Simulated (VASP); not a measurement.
Crystal: Si3N4.

```
CELL_PARAMETERS angstrom
-3.23735 3.23735 3.23735
3.23735 -3.23735 3.23735
3.23735 3.23735 -3.23735
ATOMIC_POSITIONS crystal
Si 0.25000 0.12500 0.87500
Si 0.87500 0.25000 0.12500
Si 0.75000 0.37500 0.62500
Si 0.62500 0.75000 0.37500
Si 0.12500 0.87500 0.25000
Si 0.37500 0.62500 0.75000
N 0.56280 0.56280 0.56280
N 0.43720 0.50000 0.00000
N 0.50000 0.00000 0.93720
N 0.00000 0.43720 0.50000
N 0.93720 0.50000 0.00000
N 0.06280 0.06280 0.06280
N 0.00000 0.93720 0.50000
N 0.50000 0.00000 0.43720
```

Base run:

```yaml
Program: VASP 6.6.1
Functional: r2SCAN
Potentials_or_basis: VASP PAW PBE potentials, release 64 (Si, N)
Cutoff: 520 eV
k_mesh: 6 × 6 × 6
Occupations: fermi-dirac, width 0.01 eV
Spin: no spin polarisation
```

Its results: band gap on the k mesh 4.69 eV (least direct gap 4.87 eV); pressure -4.2 GPa; largest force 0.029 eV/Å.

Task: The run is repeated on the same cell with these changes: functional from r2SCAN to PBE. What comes out?

Result: Band gap on the k mesh 4.07 eV (least direct gap 4.25 eV); pressure 1.6 GPa; largest force 0.016 eV/Å.

Caveats: the cell stands under tension (at least some runs); the PAW data sets were made with another functional, which shifts forces and pressure a little (at least some runs).

A k mesh can miss the band edges.
